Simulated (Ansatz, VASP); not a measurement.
# InSe: VASP beside Ansatz

```
Se In
1.0
     4.22800    0.00000    0.00000
    -2.11400    3.66156    0.00000
     0.00000    0.00000   36.72119
Se In
2 2
Direct
  0.00000 0.00000 0.42824
  0.00000 0.00000 0.57173
  0.66667 0.33333 0.46276
  0.66667 0.33333 0.53721
```

Alike in both runs: task single point; functional PBE; dispersion D3(BJ); k mesh 9 × 9 × 1; occupations gaussian, width 0.02 eV; no spin polarisation.

|  | VASP | Ansatz |
| --- | --- | --- |
| version | VASP 6.6.1 | Ansatz 0.2.0 |
| potentials or method | VASP PAW PBE potentials, release 64 (Se, In_d), cutoff 520 eV | scalar-relativistic, plane waves, PAW |
| valence electrons in the cell | 38 | 58 |

Ansatz gave:

| Quantity | Value |
| --- | --- |
| gap on the k mesh at the Fermi level (eV) | 1.06 |
| least direct gap on the mesh (eV) | 1.13 |
| rms of the force components (eV/Å) | 0.378 |

Estimate VASP's values.

gap on the k mesh at the Fermi level (eV): 1.05; least direct gap on the mesh (eV): 1.12; rms of the force components (eV/Å): 0.372.

VASP's potentials hold 38 valence electrons a cell and Ansatz's 58, so a difference there can come from the potentials and not from the codes.
